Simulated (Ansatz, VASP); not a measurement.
**SiNi in VASP and in Ansatz**

```
Ni Si
1.0
     0.00000    2.30249    2.30249
     2.30249    0.00000    2.30249
     2.30249    2.30249    0.00000
Ni Si
1 1
Direct
  0.00000 0.00000 0.00000
  0.50000 0.50000 0.50000
```

Alike in both runs: task relaxation of cell and atoms; functional r2SCAN; k mesh 16 × 16 × 16; occupations fermi-dirac, width 0.05 eV; no spin polarisation.

|  | VASP | Ansatz |
| --- | --- | --- |
| version | VASP 6.6.1 | Ansatz 0.2.0 |
| potentials or method | VASP PAW PBE potentials, release 64 (Ni, Si) | PAW with Ansatz's default frozen-core files, scalar-relativistic |
| plane-wave cutoff (eV) | 600 | 500 |
| valence electrons in the cell | 14 | 22 |

```tsv
	VASP	Ansatz	Ansatz less VASP
relaxed volume (Å³/atom)	13.01	13.02	+0.012
relaxed length of the cell vector where the two differ most in proportion (Å)	3.326	3.327	+0.0010
```

VASP's potentials were made for PBE, not for r2SCAN. VASP's potentials hold 14 valence electrons a cell and Ansatz's 22, so a difference there can come from the potentials and not from the codes.
